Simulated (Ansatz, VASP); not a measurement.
## One calculation of W, two programs

```xyz
1
Lattice="-1.5772 1.6166 1.5772 1.5772 -1.6166 1.5772 1.5772 1.6166 -1.5772" Properties=species:S:1:pos:R:3 pbc="T T T"
W     0.0000    0.0000    0.0000
```

Change from the starting cell: strain +0.0250 x Voigt [0, 1, 0, 0, 0, 0], atoms carried along.

Alike in both runs: task single point; functional PBEsol; k mesh 26 × 26 × 26; occupations gaussian, width 0.15 eV; no spin polarisation.

|  | VASP | Ansatz |
| --- | --- | --- |
| version | VASP 6.6.1 | Ansatz 0.2.0 |
| potentials or method | VASP PAW PBE potentials, release 64 (W_sv), cutoff 520 eV | scalar-relativistic, plane waves, PAW |
| valence electrons in the cell | 14 | 14 |

Ansatz gave:

```
gap on the k mesh at the Fermi level (eV)                     : none
pressure (GPa)                                                : -7.6
traceless stress, the component that is largest in VASP (GPa) : -5.04
```

**Question.** Which values does VASP return?

**Answer.** gap on the k mesh at the Fermi level (eV): none; pressure (GPa): -7.0; traceless stress, the component that is largest in VASP (GPa): -5.03.

VASP's potentials were made for PBE, not for PBEsol. A gap of «none» marks a metal or a gap that the smearing closes. The functional is the same, so the differences come from potentials, cutoffs and numerics.

Neither program's run includes spin-orbit coupling.
